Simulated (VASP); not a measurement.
# LiSc8 in VASP: a series of runs, part 2 of 2

VASP 6.6.1. Earlier steps stand in the parts before.

## 3. Single point, PBE

Input file INCAR:

```
SYSTEM = LiSc8
PREC     = Accurate       ! precision mode
ENCUT    = 520            ! plane-wave cutoff, eV
EDIFF    = 1E-6           ! SCF threshold, eV
ISMEAR   = 0              ! smearing method
SIGMA    = 0.1            ! smearing width, eV
LREAL    = .False.        ! projectors in reciprocal space
LASPH    = .True.         ! aspherical terms in the spheres
NELM     = 100            ! most SCF steps
ALGO     = Normal         ! electronic algorithm
ISIF     = 2              ! what is computed and relaxed
LWAVE    = .False.        ! write WAVECAR
LCHARG   = .False.        ! write CHGCAR
LDIPOL   = .True.       
IDIPOL   = 3            
DIPOL    = 0.5 0.5 0.325
GGA      = PE             ! functional
NBANDS   = 56             ! bands
```

Input file KPOINTS:

```
Automatic mesh
0
Gamma
  4 5 1
  0 0 0
```

Input file POSCAR:

```
LiSc8
1.0
    6.6389479791      0.0000000000      0.0000000000
    0.0000000000      5.1626219083      0.0000000000
    0.0000000000      0.0000000000     19.1132872497
Sc Li
8 1
Direct
    0.0000000000      0.7500000000      0.2092784955
    0.5000000000      0.7500000000      0.2092784955
    0.2500000000      0.2500000000      0.2594137541
    0.7500000000      0.2500000000      0.2594137541
    0.2500000000      0.7500000000      0.3452852846
    0.7500000000      0.7500000000      0.3452852846
    0.0000000000      0.2500000000      0.3983243254
    0.5000000000      0.2500000000      0.3983243254
    0.0625000000      0.6250000000      0.5048725622
```

Potentials or basis: VASP PAW PBE potentials, release 64 (Sc_sv, Li_sv).

Command:

```console
cat potpaw_PBE.64/Sc_sv/POTCAR potpaw_PBE.64/Li_sv/POTCAR > POTCAR
mpirun -np 1 vasp_std > vasp.out
```

OUTCAR:

```text
SYSTEM = LiSc8
   PREC = Accurate
   ENCUT = 520
   EDIFF = 1E-6
   ISMEAR = 0
   LREAL = .False.
   LASPH = .True.
   NELM = 100
   ISIF = 2
   GGA = PE

 ion  position               nearest neighbor table
   1  0.000  0.750  0.209-   5 3.08   6 3.08   3 3.21   4 3.21   3 3.21   4 3.21   2 3.32   2 3.32

   2  0.500  0.750  0.209-   5 3.08   6 3.08   3 3.21   4 3.21   3 3.21   4 3.21   1 3.32   1 3.32

   3  0.250  0.250  0.259-   5 3.06   5 3.06   8 3.13   7 3.13   1 3.21   1 3.21   2 3.21   2 3.21
                             4 3.32   4 3.32
   4  0.750  0.250  0.259-   6 3.06   6 3.06   8 3.13   7 3.13   1 3.21   1 3.21   2 3.21   2 3.21
                             3 3.32   3 3.32
   5  0.250  0.750  0.345-   3 3.06   3 3.06   1 3.08   2 3.08   8 3.23   7 3.23   7 3.23   8 3.23
                             6 3.32   6 3.32
   6  0.750  0.750  0.345-   4 3.06   4 3.06   1 3.08   2 3.08   8 3.23   7 3.23   7 3.23   8 3.23
                             5 3.32   5 3.32
   7  0.000  0.250  0.398-   9 2.84   4 3.13   3 3.13   6 3.23   5 3.23   5 3.23   6 3.23   8 3.32
                             8 3.32
   8  0.500  0.250  0.398-   3 3.13   4 3.13   5 3.23   6 3.23   5 3.23   6 3.23   7 3.32   7 3.32

   9  0.062  0.625  0.505-   7 2.84

  LATTYP: Found a simple orthorhombic cell.
 ALAT       =     5.1626219083
 B/A-ratio  =     1.2859643989
 C/A-ratio  =     3.7022442451

  Lattice vectors:

 A1 = (   0.0000000000,  -5.1626219083,   0.0000000000)
 A2 = (   6.6389479791,   0.0000000000,   0.0000000000)
 A3 = (   0.0000000000,   0.0000000000,  19.1132872497)

Analysis of symmetry for initial positions (statically):
=====================================================================
 Subroutine PRICEL returns:
 Original cell was already a primitive cell.

 Routine SETGRP: Setting up the symmetry group for a
 simple orthorhombic supercell.

 Subroutine GETGRP returns: Found  1 space group operations
 (whereof  1 operations were pure point group operations)
 out of a pool of  8 trial point group operations.

The static configuration has the point symmetry C_1 .

Analysis of symmetry for dynamics (positions and initial velocities):
[... 148 lines left out ...]
   NGX = 25   NGY = 19   NGZ = 71

 dipolmoment           0.000000      0.000000      0.052612 electrons x Angstroem

 number of electron      90.9999997 magnetization

 dipolmoment           0.000000      0.000000     -0.149866 electrons x Angstroem

 Free energy of the ion-electron system (eV)
  ---------------------------------------------------
  ext. energy  EPLUGINS =         0.00000000
  ---------------------------------------------------
  free energy    TOTEN  =       -47.12637143 eV

  energy without entropy =      -47.06646766  energy(sigma->0) =      -47.09641954

 E-fermi :  -0.7643     XC(G=0):  -4.2402

 val. band max:       -0.7790975566   @ k =   0.2500   0.2000   0.0000
 cond. band min:      -0.7606488318   @ k =   0.0000   0.4000   0.0000
 fundamental gap:      0.0184487247
 Fermi energy:        -0.7643065472

 k-point     1 :       0.0000    0.0000    0.0000
  band No.  band energies     occupation
      1     -50.6699      2.00000
      2     -50.6011      2.00000
      3     -50.5731      2.00000
      4     -50.5206      2.00000
      5     -50.1528      2.00000
      6     -50.1373      2.00000
[... 638 lines left out ...]
     55       0.0757      0.00000
     56       0.1954      0.00000

------------------------ aborting loop because EDIFF is reached ----------------------------------------

 vacuum level on the upper side and lower side of the slab       (xc-potential included)        -0.673         0.135

  FORCE on cell =-STRESS in cart. coord.  units (eV):
  Direction    XX          YY          ZZ          XY          YZ          ZX
  --------------------------------------------------------------------------------------
  -------------------------------------------------------------------------------------
  Total       -1.0229988     -2.4798390      0.3798422      0.2329500      1.3966144      0.2037357
  in kB       -2.5019622     -6.0649760      0.9289853      0.5697291      3.4157189      0.4982791
  external PRESSURE =      -2.5459843 kB  Pullay stress =       0.0000000 kB

 VOLUME and BASIS-vectors are now :
 -----------------------------------------------------------------------------
  energy-cutoff  :      520.00
  volume of cell :      655.10
      direct lattice vectors                 reciprocal lattice vectors
     6.638947979  0.000000000  0.000000000     0.150626274  0.000000000  0.000000000
     0.000000000  5.162621908  0.000000000     0.000000000  0.193700026  0.000000000
     0.000000000  0.000000000 19.113287250     0.000000000  0.000000000  0.052319624

 POSITION                                       TOTAL-FORCE (eV/Angst)
 -----------------------------------------------------------------------------------
      0.00000      3.87197      4.00000        -0.016494     -0.012105     -0.248447
      3.31947      3.87197      4.00000         0.017331     -0.004171     -0.227375
      1.65974      1.29066      4.95825         0.005465      0.017704      0.163363
      4.97921      1.29066      4.95825        -0.007250      0.020130      0.186398
      1.65974      3.87197      6.59954        -0.093987     -0.092839      0.181846
      4.97921      3.87197      6.59954         0.125831     -0.078502      0.174842
      0.00000      1.29066      7.61329         0.006681     -0.520061     -0.501381
      3.31947      1.29066      7.61329        -0.152818      0.048598      0.244942
      0.41493      3.22664      9.64977         0.115241      0.621246      0.025813
 -----------------------------------------------------------------------------------
    total drift:                                0.000214      0.000040     -0.000027

  FREE ENERGIE OF THE ION-ELECTRON SYSTEM (eV)
  ---------------------------------------------------
  free  energy   TOTEN  =       -47.1263714322 eV

  energy  without entropy=      -47.0664676574  energy(sigma->0) =      -47.09641954

 vacuum level on the upper side and lower side of the slab         1.565         2.400
```

OSZICAR:

```text
N       E                     dE             d eps       ncg     rms          rms(c)
DAV:   1     0.189040469228E+04    0.18904E+04   -0.38055E+04  1480   0.135E+03
DAV:   2     0.110137803642E+03   -0.17803E+04   -0.17605E+04  1800   0.676E+02
DAV:   3    -0.456297874307E+02   -0.15577E+03   -0.15205E+03  2016   0.311E+02
[... 21 lines left out ...]
DAV:  25    -0.471263446029E+02   -0.59256E-04   -0.56153E-06  1160   0.105E-02    0.210E-03
DAV:  26    -0.471263645087E+02   -0.19906E-04   -0.16977E-06  1064   0.772E-03    0.126E-03
DAV:  27    -0.471263689344E+02   -0.44257E-05   -0.58047E-07  1024   0.418E-03    0.899E-04
DAV:  28    -0.471263707166E+02   -0.17822E-05   -0.17830E-07   896   0.322E-03    0.559E-04
DAV:  29    -0.471263714322E+02   -0.71565E-06   -0.16768E-07   880   0.301E-03
   1 F= -.47126371E+02 E0= -.47096420E+02  d E =-.599038E-01
```

Run time: 31 min. Hardware: 1 thread of Intel Xeon 8259CL, shared host; peak memory 0.75 GiB.

Results:

```
Free energy            : -47.1264 eV
Largest force          : 0.722 eV/Å
Band gap on the k mesh : zero (an odd number of electrons rules out a gap without spin polarisation)
```

Forces on the atoms (eV/Å):
```
Sc  -0.016 -0.012 -0.248
Sc   0.017 -0.004 -0.227
Sc   0.005  0.018  0.163
Sc  -0.007  0.020  0.186
Sc  -0.094 -0.093  0.182
Sc   0.126 -0.079  0.175
Sc   0.007 -0.520 -0.501
Sc  -0.153  0.049  0.245
Li   0.115  0.621  0.026
```

Caveat: the cutoff is under 1.25 times the usual one of these potentials, so pressure, stress and relaxed cells hold a basis-set (Pulay) error.

## 4. Single point, PBE

Input file INCAR:

```
  PREC = Accurate
  ENCUT = 520
  EDIFF = 1E-7
  ISMEAR = 0
  SIGMA = 0.1
  LREAL = False
  LASPH = True
  NELM = 100
  ALGO = Normal
  ISIF = 2
  LWAVE = False
  LCHARG = False
  LDIPOL = True
  IDIPOL = 3
  DIPOL = 0.5 0.5 0.329
  GGA = PE
  NBANDS = 56
```

Input file KPOINTS:

```
Automatic mesh
0
Gamma
  4 5 1
```

Edit POSCAR of step 3 so:

```diff
@@ -16,2 +16,2 @@
     0.5000000000      0.2500000000      0.3983243254
-    0.0625000000      0.6250000000      0.5048725622
+    0.1875000000      0.3750000000      0.5344417477
```

Command:

```console
cat potpaw_PBE.64/Sc_sv/POTCAR potpaw_PBE.64/Li_sv/POTCAR > POTCAR
mpirun -np 1 vasp_std > vasp.out
```

Run time: 33 min. Hardware: 1 thread of Intel Xeon 8259CL, shared host; peak memory 0.75 GiB.

It converged, with:

```
Free energy            : -46.6065 eV
Largest force          : 0.475 eV/Å
Band gap on the k mesh : zero (an odd number of electrons rules out a gap without spin polarisation)
```

Forces on the atoms (eV/Å):
```
Sc  -0.045 -0.013 -0.162
Sc   0.046 -0.008 -0.164
Sc   0.007  0.013  0.162
Sc  -0.001  0.016  0.217
Sc   0.001 -0.089  0.370
Sc  -0.002 -0.039 -0.039
Sc  -0.002 -0.157 -0.449
Sc  -0.190 -0.028  0.049
Li   0.186  0.305  0.016
```

Levels at points of the mesh, in eV from the Fermi level:
```csv
k point,band 41,band 42,band 43,band 44,band 45,band 46,band 47,band 48,band 49,band 50
"(0.00, 0.00, 0.00)",-0.68,-0.61,-0.56,-0.41,-0.30,-0.19,0.03,0.14,0.30,0.48
"(0.50, 0.00, 0.00)",-0.62,-0.55,-0.48,-0.44,-0.30,0.02,0.21,0.27,0.29,0.40
```

Caveat: the cutoff is under 1.25 times the usual one of these potentials, so pressure, stress and relaxed cells hold a basis-set (Pulay) error.

## 5. The runs side by side

```csv
cell,gap on the mesh (eV),largest force (eV/Å)
"as given, atomic positions A",none,0.62
"as given, atomic positions B",none,0.72
"as given, atomic positions C",none,0.48
```

Alike in all rows: task single point; level PBE; potentials or basis VASP PAW PBE potentials, release 64 (Sc_sv, Li_sv); no spin polarisation; k mesh 4 × 5 × 1; cutoff (eV) 520; smearing gaussian 0.1 eV.

Caveats: the cutoff is under 1.25 times the usual one of these potentials, so pressure, stress and relaxed cells hold a basis-set (Pulay) error.

Total energies depend on the potentials used, so only differences within one code and one set of settings carry meaning.

The gap in the log of VASP goes by the Fermi energy; the results here count the filled bands.